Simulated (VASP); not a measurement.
Here is a VASP 6.6.1 calculation.

The input INCAR:

```
PREC = Accurate
ENCUT = 520
EDIFF = 1E-7
ISMEAR = 0
SIGMA = 0.15
LREAL = F
LASPH = T
NELM = 100
ALGO = Normal
ISIF = 2
LWAVE = F
LCHARG = T
GGA = PE
LELF = T
LVHAR = T
NBANDS = 12
```

KPOINTS

```
Automatic mesh
0
Gamma
  24 24 24
```

File POSCAR:

```
Cu
1.0
    0.0000000000      1.8075000000      1.8075000000
    1.8075000000      0.0000000000      1.8075000000
    1.8075000000      1.8075000000      0.0000000000
Cu
1
Direct
    0.0000000000      0.0000000000      0.0000000000
```

Potentials or basis: VASP PAW PBE potentials, release 64 (Cu).

Command:

```sh
$ cat potpaw_PBE.64/Cu/POTCAR > POTCAR
$ mpirun -np 1 vasp_std > vasp.out
```

**Question.** Predict the pressure.

**Answer.** 2.3 GPa.
